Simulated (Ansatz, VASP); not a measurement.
## Al2BN3 in VASP and in Ansatz

INCAR

```
SYSTEM = Al2BN3
ALGO = Normal ; EDIFF = 1E-6
ENCUT = 520 ; GGA = PE
ISIF = 2 ; ISMEAR = 0
ISPIN = 2 ; LASPH = .TRUE.
LCHARG = .FALSE. ; LORBIT = 11
LREAL = .FALSE. ; LWAVE = .FALSE.
MAGMOM = 0 0 0 1 1 1 ; NBANDS = 25
NELM = 150 ; PREC = Accurate
SIGMA = 0.1
```

The input KPOINTS:

```
k-points
0
G
  6 6 4
  0 0 0
```

Contents of POSCAR:

```
Al2BN3
1.0
    3.7285408700      0.0000000000      0.0000000000
    0.0000000000      3.7285408700      0.0000000000
    0.0000000000      0.0000000000      6.1509970000
Al B N
2 1 3
Direct
    0.5000000000      0.5000000000      0.2013122200
    0.5000000000      0.5000000000      0.7986877800
    0.0000000000      0.0000000000      0.0000000000
    0.5000000000      0.5000000000      0.5000000000
    0.5000000000      0.0000000000      0.5000000000
    0.0000000000      0.5000000000      0.5000000000
```

Input for Ansatz:

```yaml
crystal:
  lattice:
    - [3.72854087, 0.0, 0.0]
    - [0.0, 3.72854087, 0.0]
    - [0.0, 0.0, 6.150997]
  atoms:
    - { symbol: Al, position: [0.5, 0.5, 0.20131222] }
    - { symbol: Al, position: [0.5, 0.5, 0.79868778] }
    - { symbol: B, position: [0.0, 0.0, 0.0] }
    - { symbol: "N", position: [0.5, 0.5, 0.5], spin: 1.0 }
    - { symbol: "N", position: [0.5, 0.0, 0.5], spin: 1.0 }
    - { symbol: "N", position: [0.0, 0.5, 0.5], spin: 1.0 }
basis:
  ecutwfc: 420
kpoints:
  mp_grid: { grid: [6, 6, 4] }
hamiltonian:
  xc: pbe
scf:
  occupations: { method: gaussian, width: 0.1 }
  lower_state_search: "off"
output:
  forces: true
  stress: true
  eigenvalues: true
  populations: true
magnetization:
  spin_polarized: true
```

Alike in both runs: task single point; functional PBE; k mesh 6 × 6 × 4; occupations gaussian, width 0.1 eV; collinear spin.

|  | VASP | Ansatz |
| --- | --- | --- |
| version | VASP 6.6.1 | Ansatz 0.2.0 |
| potentials or method | VASP PAW PBE potentials, release 64 (Al, B, N), cutoff 520 eV | scalar-relativistic, plane waves, PAW |
| valence electrons in the cell | 24 | 24 |

VASP gave:

```
gap on the k mesh at the Fermi level (eV)                     : none
pressure (GPa)                                                : -12.3
traceless stress, the component that is largest in VASP (GPa) : 2.43
rms of the force components (eV/Å)                            : 0.300
net moment per atom (μB)                                      : 0.07
```

Problem. What did Ansatz give for the same quantities?

Solution. gap on the k mesh at the Fermi level (eV): none; pressure (GPa): -12.2; traceless stress, the component that is largest in VASP (GPa): 2.48; rms of the force components (eV/Å): 0.300; net moment per atom (μB): 0.07.

Atom by atom the forces differ by 0.000 eV/Å (rms over components). A gap of «none» marks a metal or a gap that the smearing closes. With one functional, cell and mesh, what is left measures potentials, basis and numerics.
